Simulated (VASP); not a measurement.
The system is CoO.

```
Co O
1.0
     2.66125    0.00000    0.00000
     0.00000    2.66125    0.00000
     0.00000    0.00000    5.32250
Co O
2 2
Direct
  0.00000 0.00000 0.00000
  0.00000 0.00000 0.50000
  0.50000 0.50000 0.25000
  0.50000 0.50000 0.75000
```

| Quantity | Value |
| --- | --- |
| Program | VASP 6.6.1 |
| Task | relaxation of cell and atoms |
| Functional | PBE |
| Potentials or basis | VASP PAW PBE potentials, release 64 (Co, O) |
| Cutoff | 600 eV |
| k mesh | 10 × 10 × 5 |
| Occupations | gaussian, width 0.02 eV |
| Spin | collinear spin, antiferromagnetic start |
| Starting moments | [3.0, -3.0, 0.0, 0.0] μB |
| Hubbard terms | Co d U = 3.32 eV |

At the start: pressure -6.7 GPa; volume 9.42 Å³/atom.

Problem. How do energy, volume and symmetry change on relaxing?

Solution. Over 5 steps the energy falls by 8.0 meV/atom and the volume is 9.06 Å³/atom (-3.8 %); space group Pm-3m (No. 221, to 0.1 Å) before and after; moment 0.00 μB per cell.

Step by step:
| step | energy change (eV) | largest force (eV/Å) | pressure (GPa) | volume (Å³) |
| --- | --- | --- | --- | --- |
| 1 | 0.0000 | 0.0000 | -6.66 | 37.70 |
| 2 | -0.0255 | 0.0000 | 3.34 | 35.60 |
| 3 | -0.0320 | 0.0000 | 0.04 | 36.22 |
| 4 | -0.0320 | 0.0000 | -0.10 | 36.25 |
| 5 | -0.0320 | 0.0000 | -0.15 | 36.25 |

Final structure:
```yaml
crystal:
  lattice:
    - [2.62413, 0.00000, 0.00000]
    - [0.00000, 2.62413, 0.00000]
    - [0.00000, 0.00000, 5.26493]
  atoms:
    - { symbol: Co, position: [0.00000, 0.00000, 0.00000] }
    - { symbol: Co, position: [0.00000, 0.00000, 0.50000] }
    - { symbol: O, position: [0.50000, 0.50000, 0.25000] }
    - { symbol: O, position: [0.50000, 0.50000, 0.75000] }
```
